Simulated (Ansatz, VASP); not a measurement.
## Nb: VASP beside Ansatz

```
Nb
1.0
     2.84021    0.00000    0.00000
    -1.42010    2.45969    0.00000
     0.00000    0.00000   10.40199
Nb
4
Direct
  0.00000 0.00000 0.00000
  0.00000 0.00000 0.50000
  0.33333 0.66667 0.25000
  0.66667 0.33333 0.75000
```

Alike in both runs: task single point; functional revPBE; k mesh 14 × 14 × 4; occupations fermi-dirac, width 0.1 eV; no spin polarisation.

|  | VASP | Ansatz |
| --- | --- | --- |
| version | VASP 6.6.1 | Ansatz 0.2.0 |
| potentials or method | VASP PAW PBE potentials, release 64 (Nb_sv), cutoff 520 eV | plane waves (420 eV) with PAW, scalar-relativistic |
| valence electrons in the cell | 52 | 52 |

VASP gave:

- pressure (GPa): 6.6
- traceless stress, the component that is largest in VASP (GPa): -0.51

Task: What did Ansatz give for the same quantities?

Result: Pressure (GPa): 6.9; traceless stress, the component that is largest in VASP (GPa): -0.49.

VASP's potentials were made for PBE, not for revPBE.
